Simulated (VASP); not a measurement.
Crystal: SiS2.

```
Si S
1.0
    -2.74339    4.81808    2.76165
     2.74339   -4.81808    2.76165
     2.74339    4.81808   -2.76165
Si S
2 4
Direct
  0.75000 0.75000 0.00000
  0.25000 0.25000 0.00000
  0.11778 0.21222 0.32999
  0.88222 0.78778 0.67001
  0.61778 0.28778 0.90556
  0.38222 0.71222 0.09444
```

Base run:

| Item | Value |
| --- | --- |
| Program | VASP 6.6.1 |
| Functional | PBE |
| Potentials or basis | VASP PAW PBE potentials, release 64 (Si, S) |
| Cutoff | 400 eV |
| k mesh | 6 × 6 × 6 |
| Occupations | gaussian, width 0.01 eV |
| Spin | no spin polarisation |

Its results: band gap on the k mesh 2.80 eV (least direct gap 3.09 eV); electronic dielectric tensor (diagonal) 3.51, 3.69, 5.13.

Task: The run is repeated on the same cell with these changes: functional from PBE to r2SCAN; cutoff from 400 eV to 440 eV. What comes out?

Result: Band gap on the k mesh 3.19 eV (least direct gap 3.49 eV); electronic dielectric tensor (diagonal) 3.39, 3.54, 4.82.

A k mesh can miss the band edges.
